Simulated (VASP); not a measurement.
# Ti (P6/mmm) in VASP: settings compared

Aim: see how the results for Ti move with the level of theory and the settings. Levels: PBE+D4, PBE+D3(BJ). Tasks: single point.

All numbers are computed with VASP 6.6.1; they aren't measurements. Logs are shortened: lines on timing, memory, paths and dates and some standing lists are left out, and cuts for length are marked.

## 1. The cell of the first run

It takes space group P6/mmm (No. 191, hexagonal). Conventional cell: a = 4.554 Å, b = 4.554 Å, c = 2.816 Å, α = 90.00°, β = 90.00°, γ = 120.00°. Ti (site symmetry -6m2) has 11 Ti at 2.63 to 2.98 Å within 3.5 Å. Within 3.7 Å of Ti (site symmetry 6/mmm) lie 14 Ti at 2.82 to 2.98 Å.

## 2. Single point, PBE+D4

Input file INCAR:

```
ALGO     = Fast           # electronic algorithm
EDIFF    = 1E-6           # SCF threshold, eV
ENCUT    = 520            # plane-wave cutoff, eV
GGA      = PE             # functional
ISIF     = 2              # what is computed and relaxed
ISMEAR   = -1             # smearing method
IVDW     = 13             # dispersion correction
LASPH    = True           # aspherical terms in the spheres
LCHARG   = False          # write CHGCAR
LREAL    = False          # projectors in reciprocal space
LWAVE    = False          # write WAVECAR
NBANDS   = 25             # bands
NELM     = 80             # most SCF steps
PREC     = Accurate       # precision mode
SIGMA    = 0.05           # smearing width, eV
```

Input file KPOINTS:

```
k-points
0
Gamma
  7 7 9
```

Input file POSCAR:

```
Ti
1.0
    4.5538688376      0.0000000000      0.0000000000
   -2.2769344188      3.9437660989      0.0000000000
    0.0000000000      0.0000000000      2.8158915901
Ti
3
Direct
    0.6666666667      0.3333333333      0.5000000000
    0.3333333333      0.6666666667      0.5000000000
    0.0000000000      0.0000000000      0.0000000000
```

Potentials or basis: VASP PAW PBE potentials, release 64 (Ti_sv).

Command:

```
cat potpaw_PBE.64/Ti_sv/POTCAR > POTCAR
mpirun -np 1 vasp_std > vasp.out
```

OUTCAR:

```text
EDIFF = 1E-6
   ENCUT = 520
   GGA = PE
   ISIF = 2
   ISMEAR = -1
   IVDW = 13
   LASPH = True
   LREAL = False
   NELM = 80
   PREC = Accurate

 ion  position               nearest neighbor table
   1  0.667  0.333  0.500-   2 2.63   2 2.63   2 2.63
   2  0.333  0.667  0.500-   1 2.63   1 2.63   1 2.63
   3  0.000  0.000  0.000-

  LATTYP: Found a hexagonal cell.
 ALAT       =     4.5538688376
 C/A-ratio  =     0.6183514920

  Lattice vectors:

 A1 = (   4.5538688376,   0.0000000000,   0.0000000000)
 A2 = (  -2.2769344188,   3.9437660989,   0.0000000000)
 A3 = (   0.0000000000,   0.0000000000,   2.8158915901)

Analysis of symmetry for initial positions (statically):
=====================================================================
 Subroutine PRICEL returns:
 Original cell was already a primitive cell.

 Routine SETGRP: Setting up the symmetry group for a
 hexagonal supercell.

 Subroutine GETGRP returns: Found 24 space group operations
 (whereof 24 operations were pure point group operations)
 out of a pool of 24 trial point group operations.

The static configuration has the point symmetry D_6h.

Analysis of symmetry for dynamics (positions and initial velocities):
=====================================================================
 Subroutine PRICEL returns:
 Original cell was already a primitive cell.

 Routine SETGRP: Setting up the symmetry group for a
 hexagonal supercell.

 Subroutine GETGRP returns: Found 24 space group operations
 (whereof 24 operations were pure point group operations)
 out of a pool of 24 trial point group operations.

The dynamic configuration has the point symmetry D_6h.

 Subroutine INISYM returns: Found 24 space group operations
 (whereof 24 operations are pure point group operations),
 and found     1 'primitive' translations

----------------------------------------------------------------------------------------

                                     Primitive cell

  volume of cell :      50.5717

  direct lattice vectors                    reciprocal lattice vectors
     4.553868838  0.000000000  0.000000000     0.219593501  0.126782367  0.000000000
    -2.276934419  3.943766099  0.000000000     0.000000000  0.253564734  0.000000000
     0.000000000  0.000000000  2.815891590     0.000000000  0.000000000  0.355127308

  length of vectors
     4.553868838  4.553868838  2.815891590     0.253564734  0.253564734  0.355127308

  position of ions in fractional coordinates (direct lattice)
     0.666666667  0.333333333  0.500000000
     0.333333333  0.666666667  0.500000000
     0.000000000  0.000000000  0.000000000

  ion indices of the primitive-cell ions
   primitive index   ion index
                 1           1
                 2           2
                 3           3

----------------------------------------------------------------------------------------

 KPOINTS: k-points

Automatic generation of k-mesh.
 Grid dimensions read from file:
 generate k-points for:    7    7    9

 Generating k-lattice:

  Cartesian coordinates                     Fractional coordinates (reciprocal lattice)
     0.031370500  0.018111767  0.000000000     0.142857143 -0.000000000  0.000000000
     0.000000000  0.036223533  0.000000000     0.000000000  0.142857143  0.000000000
     0.000000000  0.000000000  0.039458590     0.000000000  0.000000000  0.111111111

  Length of vectors
     0.036223533  0.036223533  0.039458590

  Shift w.r.t. Gamma in fractional coordinates (k-lattice)
     0.000000000  0.000000000  0.000000000

 Subroutine IBZKPT returns following result:
 ===========================================

 Found     40 irreducible k-points:

 Following reciprocal coordinates:
            Coordinates               Weight
  0.000000  0.000000  0.000000      1.000000
  0.142857  0.000000  0.000000      6.000000
  0.285714  0.000000  0.000000      6.000000
  0.428571  0.000000  0.000000      6.000000
  0.142857  0.142857  0.000000      6.000000
  0.285714  0.142857  0.000000     12.000000
[... 16 lines left out ...]
  0.428571  0.142857  0.222222     12.000000
  0.285714  0.285714  0.222222     12.000000
 [... further k-points ...]
   k-points           NKPTS =     40   k-points in BZ     NKDIM =     40   number of bands    NBANDS=     25
   number of dos      NEDOS =    301   number of ions     NIONS =      3
   total plane-waves  NPLWV =  31104
   dimension x,y,z NGX =    36 NGY =   36 NGZ =   24
   dimension x,y,z NGXF=    72 NGYF=   72 NGZF=   48
   ions per type =               3
   NGX,Y,Z   is equivalent  to a cutoff of  13.14, 13.14, 14.17 a.u.
   NGXF,Y,Z  is equivalent  to a cutoff of  26.28, 26.28, 28.34 a.u.
 SYSTEM =  unknown system
   PREC   = accura    normal or accurate (medium, high low for compatibility)
   ISTART =      0    job   : 0-new  1-cont  2-samecut
   ICHARG =      2    charge: 1-file 2-atom 10-const
   ISPIN  =      1    spin polarized calculation?
   LNONCOLLINEAR =      F non collinear calculations
   LSORBIT =      F    spin-orbit coupling
   LASPH  =      T    aspherical Exc in radial PAW
   ENCUT  =  520.0 eV  38.22 Ry    6.18 a.u.   8.47  8.47  5.24*2*pi/ulx,y,z
   NELM   =     80;   NELMIN=  2; NELMDL= -5     # of ELM steps
   EDIFF  = 0.1E-05   stopping-criterion for ELM
   LREAL  =      F    real-space projection
   EDIFFG = 0.1E-04   stopping-criterion for IOM
   NSW    =      0    number of steps for IOM
   IBRION =     -1    ionic relax: 0-MD 1-quasi-New 2-CG
   NFREE  =      0    steps in history (QN), initial steepest desc. (CG)
   ISIF   =      2    stress and relaxation
   ISYM   =      2    0-nonsym 1-usesym 2-fastsym
   POTIM  = 0.5000    time-step for ionic-motion
   TEBEG  =    0.0;   TEEND  =   0.0 temperature during run
   PSTRESS=    0.0 pullay stress
   NELECT =      36.0000    total number of electrons
   NUPDOWN=      -1.0000    fix difference up-down
   EMIN   =  10.00;   EMAX   =-10.00  energy-range for DOS
   EFERMI =   0.00;   METHOD = LEGACY
   ISMEAR =    -1;   SIGMA  =   0.05  broadening in eV -4-tet -1-fermi 0-gaus
   EFERMI_NEDOS =   21; number of points for ismear=-14 and -15
   IALGO  =     68    algorithm
   IMIX   =      4    mixing-type and parameters
     AMIX     =   0.40;   BMIX     =  1.00
     AMIX_MAG =   1.60;   BMIX_MAG =  1.00
  volume/ion in A,a.u.               =      16.86       113.76
  Fermi-wavevector in a.u.,A,eV,Ry     =   1.461750  2.762307 29.071750  2.136713
  Thomas-Fermi vector in A             =   2.578045
   LORBIT       =      0    0 simple, 1 ext, 2 COOP (PROOUT), +10 PAW based schemes
   GGA     = PE    functional components
   LHFCALC =     F    Hartree Fock is set to
   AEXX    =    0.0000 exact exchange contribution
   IVDW    =    13    specifies the selected vdW correction
   LEPSILON=     F    determine dielectric tensor
   LRPA    =     F    only Hartree local field effects (RPA)
 non-spin polarized calculation
 RMM-DIIS sequential band-by-band and
  energy-cutoff  :      520.00
  volume of cell :       50.57
 maximum number of plane-waves:      1402
 NGX is ok and might be reduce to    36
   NGX = 17   NGY = 17   NGZ = 11

 number of electron      35.9999994 magnetization

 Free energy of the ion-electron system (eV)
  ---------------------------------------------------
  ext. energy  EPLUGINS =         0.00000000
  ---------------------------------------------------
  free energy    TOTEN  =       -23.53078470 eV

  energy without entropy =      -23.50868507  energy(sigma->0) =      -23.51973488

 E-fermi :   8.5387     XC(G=0): -11.6388

 val. band max:        8.5355480394   @ k =   0.4286   0.1429   0.3333
 cond. band min:       8.5766946049   @ k =   0.2857   0.1429   0.0000
 fundamental gap:      0.0411465656
 Fermi energy:         8.5386539452

 k-point     1 :       0.0000    0.0000    0.0000
  band No.  band energies     occupation
      1     -48.3139      2.00000
      2     -48.0572      2.00000
      3     -47.8860      2.00000
      4     -24.6329      2.00000
      5     -24.6329      2.00000
      6     -24.5353      2.00000
[... 17 lines left out ...]
     24      10.4713      0.00000
     25      10.4844      0.00000

 k-point     2 :       0.1429    0.0000    0.0000
  band No.  band energies     occupation
      1     -48.3109      2.00000
      2     -48.0522      2.00000
      3     -47.8943      2.00000
      4     -24.6919      2.00000
      5     -24.6729      2.00000
      6     -24.4749      2.00000
[... 17 lines left out ...]
     24      10.1228      0.00000
     25      10.9056      0.00000

 k-point     3 :       0.2857    0.0000    0.0000
  band No.  band energies     occupation
      1     -48.3043      2.00000
      2     -48.0370      2.00000
      3     -47.9167      2.00000
      4     -24.7634      2.00000
      5     -24.6737      2.00000
      6     -24.4003      2.00000
[... 17 lines left out ...]
     24      10.4766      0.00000
     25      11.3281      0.00000

 k-point     4 :       0.4286    0.0000    0.0000
  band No.  band energies     occupation
      1     -48.2994      2.00000
      2     -48.0166      2.00000
      3     -47.9426      2.00000
      4     -24.8042      2.00000
      5     -24.6193      2.00000
      6     -24.3891      2.00000
[... 17 lines left out ...]
     24      10.8332      0.00000
     25      11.0596      0.00000

 k-point     5 :       0.1429    0.1429    0.0000
  band No.  band energies     occupation
      1     -48.3061      2.00000
      2     -48.0419      2.00000
      3     -47.9099      2.00000
      4     -24.7171      2.00000
      5     -24.7111      2.00000
      6     -24.4342      2.00000
[... 17 lines left out ...]
     24      10.3320      0.00000
     25      11.2542      0.00000

 k-point     6 :       0.2857    0.1429    0.0000
  band No.  band energies     occupation
      1     -48.3006      2.00000
      2     -48.0219      2.00000
      3     -47.9361      2.00000
      4     -24.7589      2.00000
      5     -24.6741      2.00000
      6     -24.4427      2.00000
[... 17 lines left out ...]
     24      10.8055      0.00000
     25      11.0133      0.00000
[... 393 lines left out ...]
 k-point    21 :       0.1429    0.1429    0.2222
  band No.  band energies     occupation
      1     -48.2791      2.00000
      2     -48.0207      2.00000
      3     -47.8867      2.00000
      4     -24.6728      2.00000
      5     -24.6490      2.00000
      6     -24.4592      2.00000
[... 17 lines left out ...]
     24      10.3557      0.00000
     25      11.4430      0.00000

 k-point    22 :       0.2857    0.1429    0.2222
  band No.  band energies     occupation
      1     -48.2757      2.00000
      2     -47.9986      2.00000
      3     -47.9126      2.00000
      4     -24.7010      2.00000
      5     -24.6410      2.00000
      6     -24.4986      2.00000
[... 17 lines left out ...]
     24      10.7514      0.00000
     25      11.0704      0.00000

 k-point    23 :       0.4286    0.1429    0.2222
  band No.  band energies     occupation
      1     -48.2743      2.00000
      2     -47.9816      2.00000
      3     -47.9313      2.00000
      4     -24.7128      2.00000
      5     -24.6102      2.00000
      6     -24.5428      2.00000
[... 17 lines left out ...]
     24      10.9710      0.00000
     25      11.1721      0.00000

 k-point    24 :       0.2857    0.2857    0.2222
  band No.  band energies     occupation
      1     -48.2741      2.00000
      2     -47.9737      2.00000
      3     -47.9395      2.00000
      4     -24.6689      2.00000
      5     -24.6367      2.00000
      6     -24.5800      2.00000
[... 17 lines left out ...]
     24      11.1551      0.00000
     25      11.1797      0.00000

 [... further k-points ...]

------------------------ aborting loop because EDIFF is reached ----------------------------------------

  DFT-D4 for vdW energy calculation

  Edisp (eV):   -0.62278

  FORCE on cell =-STRESS in cart. coord.  units (eV):
  Direction    XX          YY          ZZ          XY          YZ          ZX
  --------------------------------------------------------------------------------------
  -------------------------------------------------------------------------------------
  Total      -0.09934    -0.09934    -0.08293     0.00000     0.00000    -0.00000
  in kB      -3.14733    -3.14733    -2.62738     0.00000     0.00000    -0.00000
  external pressure =       -2.97 kB  Pullay stress =        0.00 kB

 VOLUME and BASIS-vectors are now :
 -----------------------------------------------------------------------------
  energy-cutoff  :      520.00
  volume of cell :       50.57
      direct lattice vectors                 reciprocal lattice vectors
     4.553868838  0.000000000  0.000000000     0.219593501  0.126782367  0.000000000
    -2.276934419  3.943766099  0.000000000     0.000000000  0.253564734  0.000000000
     0.000000000  0.000000000  2.815891590     0.000000000  0.000000000  0.355127308

 POSITION                                       TOTAL-FORCE (eV/Angst)
 -----------------------------------------------------------------------------------
      2.27693      1.31459      1.40795         0.000000      0.000000      0.000000
     -0.00000      2.62918      1.40795        -0.000000      0.000000     -0.000000
      0.00000      0.00000      0.00000         0.000000     -0.000000      0.000000
 -----------------------------------------------------------------------------------
    total drift:                                0.000000      0.000000     -0.000000

  FREE ENERGIE OF THE ION-ELECTRON SYSTEM (eV)
  ---------------------------------------------------
  free  energy   TOTEN  =       -24.1535621867 eV

  energy  without entropy=      -24.1314625598  energy(sigma->0) =      -24.14251237
```

It took 3.1 min on 1 thread of Intel Xeon Platinum 8259CL at 2.50GHz (Skylake/Cascade Lake), shared host; peak memory 0.18 GiB.

What came out:

- Free energy: -24.1536 eV
- Pressure: -0.3 GPa
- Band gap on the k mesh: zero (band 18 reaches 8.73 eV, above the bottom of band 19 at 8.46 eV)
- Dispersion energy per atom: -0.208 eV

Caveat: pairwise dispersion overbinds metals, which lowers pressure and volume.

## 3. Single point, PBE+D3(BJ)

This run uses another cell than the first one, of 17.02 Å³/atom, 1.010 times its volume.

Input file INCAR:

```
SYSTEM = Ti
ALGO = Normal
EDIFF = 1E-7
ENCUT = 520
GGA = PE
ISIF = 2
ISMEAR = -1
IVDW = 12
LASPH = .TRUE.
LCHARG = .FALSE.
LREAL = .FALSE.
LWAVE = .FALSE.
NBANDS = 25
NELM = 60
PREC = Accurate
SIGMA = 0.05
```

Input file KPOINTS:

```
k-points
0
G
  7 7 9
  0 0 0
```

Input file POSCAR:

```
Ti
1.0
    4.5673748306      0.0000000000      0.0000000000
   -2.2836874153      3.9554626319      0.0000000000
    0.0000000000      0.0000000000      2.8262442700
Ti
3
Direct
    0.6666666667      0.3333333333      0.5000000000
    0.3333333333      0.6666666667      0.5000000000
    0.0000000000      0.0000000000      0.0000000000
```

Potentials or basis: VASP PAW PBE potentials, release 64 (Ti_sv).

Command:

```
cat potpaw_PBE.64/Ti_sv/POTCAR > POTCAR
mpirun -np 1 vasp_std > vasp.out
```

Run time: 60 s. Hardware: 1 thread of Intel Xeon Platinum 8259CL at 2.50GHz (Skylake/Cascade Lake), shared host; peak memory 0.21 GiB.

The run converged. Its results:

```yaml
Free_energy: -25.3767 eV
Pressure: -5.5 GPa
Band_gap_on_the_k_mesh: zero (band 18 reaches 8.63 eV, above the bottom of band 19 at 8.37 eV)
Dispersion_energy_per_atom: -0.614 eV
```

Stress tensor (GPa, compression positive):
```
-5.44  0.00  0.00
 0.00 -5.44  0.00
 0.00  0.00 -5.55
```

Levels at points of the mesh, in eV from the Fermi level:
```
           k point  band 16  band 17  band 18  band 19  band 20  band 21
(0.00, 0.00, 0.00)    -0.70    -0.61    -0.61    -0.02     0.69     1.30
```

Caveat: three body term missing; pairwise dispersion overbinds metals, which lowers pressure and volume.
